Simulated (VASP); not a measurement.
Set up this calculation in VASP 6.6.1, as the native input.

```yaml
Task: single point
Functional: PBE
Dispersion: D3(BJ)
Potentials_or_basis: VASP PAW PBE potentials, release 64 (S, Mo_sv)
Cutoff: 520 eV
k_mesh: 12 × 12 × 1
Occupations: gaussian, width 0.02 eV
Spin: no spin polarisation
Dipole_correction: yes
Further_INCAR_settings: ALGO = Normal; EDIFF = 1e-06; NBANDS = 49
```

The structure of MoS2 lies in POSCAR:

```
MoS2
1.0
    3.1916000000      0.0000000000      0.0000000000
   -1.5958000000      2.7640066787      0.0000000000
    0.0000000000      0.0000000000     54.6480000066
S Mo
6 3
Direct
    0.6666666667      0.3333333333      0.1670811351
    0.6666666667      0.3333333333      0.2239415283
    0.3333333333      0.6666666667      0.2774096778
    0.3333333333      0.6666666667      0.3342138033
    0.6666666667      0.3333333333      0.3876819528
    0.6666666667      0.3333333333      0.4445423460
    0.3333333333      0.6666666667      0.1955261512
    0.6666666667      0.3333333333      0.3058117406
    0.3333333333      0.6666666667      0.4160973299
```

These files were run (other wordings do the same):

INCAR

```
ALGO = Normal
DIPOL = 0.5 0.5 0.306
EDIFF = 1E-6
ENCUT = 520
GGA = PE
IDIPOL = 3
ISIF = 2
ISMEAR = 0
IVDW = 12
LASPH = T
LCHARG = F
LDIPOL = T
LREAL = F
LWAVE = F
NBANDS = 49
NELM = 100
PREC = Accurate
SIGMA = 0.02
```

KPOINTS

```
k-points
0
Gamma
  12 12 1
```

Potentials or basis: VASP PAW PBE potentials, release 64 (S, Mo_sv).

Run with:

```bash
$ cat potpaw_PBE.64/S/POTCAR potpaw_PBE.64/Mo_sv/POTCAR > POTCAR
$ mpirun -np 1 vasp_std > vasp.out
```

Results of the run:

The largest force is 0.017 eV/Å. The band gap on the k mesh is 0.91 eV (least direct gap 1.58 eV). The dispersion energy per atom is -0.387 eV.

Run time: 25 min on 1 thread of Intel Xeon 8259CL, on a shared host, peak memory 0.75 GiB.
